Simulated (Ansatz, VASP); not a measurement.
# One calculation of Cu, two programs

File INCAR:

```
SYSTEM = Cu
  PREC = Accurate
  ENCUT = 520
  EDIFF = 1E-6
  ISMEAR = 0
  SIGMA = 0.15
  LREAL = .FALSE.
  LASPH = .TRUE.
  NELM = 60
  ALGO = Normal
  ISIF = 2
  LWAVE = .FALSE.
  LCHARG = .FALSE.
  GGA = PS
  NBANDS = 12
```

File KPOINTS:

```
Automatic mesh
0
G
  22 22 22
  0 0 0
```

The input POSCAR:

```
Cu
1.0
    0.0000000000      1.8436500000      1.8075000000
    1.8436500000      0.0000000000      1.8075000000
    1.8436500000      1.8436500000      0.0000000000
Cu
1
Direct
    0.0000000000      0.0000000000      0.0000000000
```

Input for Ansatz:

```yaml
crystal:
  lattice:
    - [0.0, 1.84365, 1.8075]
    - [1.84365, 0.0, 1.8075]
    - [1.84365, 1.84365, 0.0]
  atoms:
    - { symbol: Cu, position: [0.0, 0.0, 0.0] }
basis:
  ecutwfc: 420
kpoints:
  mp_grid: { grid: [22, 22, 22] }
hamiltonian:
  xc: pbesol
scf:
  occupations: { method: gaussian, width: 0.15 }
output:
  forces: true
  stress: true
  eigenvalues: true
```

Change from the starting cell: strain +0.0200 x Voigt [1, 1, 0, 0, 0, 0], atoms carried along.

Alike in both runs: task single point; functional PBEsol; k mesh 22 × 22 × 22; occupations gaussian, width 0.15 eV; no spin polarisation.

```csv
,VASP,Ansatz
version,VASP 6.6.1,Ansatz 0.2.0
potentials or method,"VASP PAW PBE potentials, release 64 (Cu), cutoff 520 eV","scalar-relativistic, plane waves, PAW"
valence electrons in the cell,11,19
```

Ansatz gave:

```
gap on the k mesh at the Fermi level (eV)                     : none
pressure (GPa)                                                : -11.3
traceless stress, the component that is largest in VASP (GPa) : 0.65
```

Which values does VASP return?

gap on the k mesh at the Fermi level (eV): none; pressure (GPa): -10.6; traceless stress, the component that is largest in VASP (GPa): 0.65.

VASP's potentials were made for PBE, not for PBEsol. A gap of «none» marks a metal or a gap that the smearing closes. The functional is the same, so the differences come from potentials, cutoffs and numerics. VASP's potentials hold 11 valence electrons a cell and Ansatz's 19, so a difference there can come from the potentials and not from the codes.
